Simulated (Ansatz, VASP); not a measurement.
## One calculation of CuI, two programs

```
Cu I
1.0
     0.00000    3.10239    2.88730
     3.10239    0.00000    2.88730
     3.10239    3.10239    0.00000
Cu I
1 1
Direct
  0.00000 0.00000 0.00000
  0.25000 0.25000 0.25000
```

Change from the starting cell: epitaxial_xy strain +3.0%.

Alike in both runs: task single point; functional PBE; k mesh 8 × 8 × 8; occupations fermi-dirac, width 0.02 eV; no spin polarisation.

|  | VASP | Ansatz |
| --- | --- | --- |
| version | VASP 6.6.1 | Ansatz 0.2.0 |
| potentials or method | VASP PAW PBE potentials, release 64 (Cu, I) | plane waves, PAW |
| plane-wave cutoff (eV) | 520 | 420 |
| valence electrons in the cell | 18 | 36 |

VASP gave:

- gap on the k mesh at the Fermi level (eV): 1.09
- pressure (GPa): 0.4
- traceless stress, the component that is largest in VASP (GPa): 0.75

Q: What did Ansatz give for the same quantities?

A: gap on the k mesh at the Fermi level (eV): 1.06; pressure (GPa): 0.4; traceless stress, the component that is largest in VASP (GPa): 0.76.

The functional is the same, so the differences come from potentials, cutoffs and numerics. VASP's potentials hold 18 valence electrons a cell and Ansatz's 36, so a difference there can come from the potentials and not from the codes.

Neither program's run includes spin-orbit coupling.
